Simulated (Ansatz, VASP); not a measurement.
# KZr2Cl6: VASP beside Ansatz

The input INCAR:

```
SYSTEM = KZr2Cl6
  ALGO = Normal
  EDIFF = 1E-6
  EDIFFG = -0.04
  ENCUT = 600
  GGA = PE
  IBRION = 2
  ISIF = 3
  ISMEAR = 0
  LASPH = .TRUE.
  LCHARG = .FALSE.
  LREAL = .FALSE.
  LWAVE = .FALSE.
  NELM = 60
  NSW = 90
  PREC = Accurate
  SIGMA = 0.1
```

KPOINTS

```
k-points
0
G
  6 6 2
  0 0 0
```

Contents of POSCAR:

```
KZr2Cl6
1.0
    4.6915893500      0.0000000000      0.0000000000
   -2.3457946800      4.0630355600      0.0000000000
    0.0000000000      0.0000000000     11.4920000000
K Zr Cl
1 2 6
Direct
    0.0000000000      0.0000000000      0.0000000000
    0.3333333300      0.6666666700      0.6666666700
    0.6666666700      0.3333333300      0.3333333300
    0.6666666700      0.3333333300      0.5833333300
    0.0000000000      0.0000000000      0.2500000000
    0.3333333300      0.6666666700      0.9166666700
    0.3333333300      0.6666666700      0.4166666700
    0.6666666700      0.3333333300      0.0833333300
    0.0000000000      0.0000000000      0.7500000000
```

Input for Ansatz:

```yaml
crystal:
  lattice:
    - [4.69158935, 0.0, 0.0]
    - [-2.34579468, 4.06303556, 0.0]
    - [0.0, 0.0, 11.492]
  atoms:
    - { symbol: K, position: [0.0, 0.0, 0.0] }
    - { symbol: Zr, position: [0.33333333, 0.66666667, 0.66666667] }
    - { symbol: Zr, position: [0.66666667, 0.33333333, 0.33333333] }
    - { symbol: Cl, position: [0.66666667, 0.33333333, 0.58333333] }
    - { symbol: Cl, position: [0.0, 0.0, 0.25] }
    - { symbol: Cl, position: [0.33333333, 0.66666667, 0.91666667] }
    - { symbol: Cl, position: [0.33333333, 0.66666667, 0.41666667] }
    - { symbol: Cl, position: [0.66666667, 0.33333333, 0.08333333] }
    - { symbol: Cl, position: [0.0, 0.0, 0.75] }
basis:
  ecutwfc: 420
kpoints:
  mp_grid: { grid: [6, 6, 2] }
hamiltonian:
  xc: pbe
scf:
  occupations: { method: gaussian, width: 0.1 }
  lower_state_search: "off"
output:
  forces: true
  stress: true
  eigenvalues: true
relax:
  adjacent_minimum: "off"
  f_tol: 0.04
  max_steps: 70
  cell: { stress_tol: 0.4 }
```

Alike in both runs: task relaxation of cell and atoms; functional PBE; k mesh 6 × 6 × 2; occupations gaussian, width 0.1 eV; no spin polarisation.

```csv
,VASP,Ansatz
version,VASP 6.6.1,Ansatz 0.2.0
potentials or method,"VASP PAW PBE potentials, release 64 (K_sv, Zr_sv, Cl), cutoff 600 eV","scalar-relativistic, plane waves, PAW"
valence electrons in the cell,75,75
```

Ansatz gave:

- gap on the k mesh at the Fermi level, each at its own relaxed structure (eV): none
- relaxed volume (Å³/atom): 24.97
- relaxed cell length with the largest relative difference (Å): 12.530

**Question.** What did VASP give for the same quantities?

**Answer.** gap on the k mesh at the Fermi level, each at its own relaxed structure (eV): none; relaxed volume (Å³/atom): 24.93; relaxed cell length with the largest relative difference (Å): 12.522.

A gap of «none» marks a metal or a gap that the smearing closes.
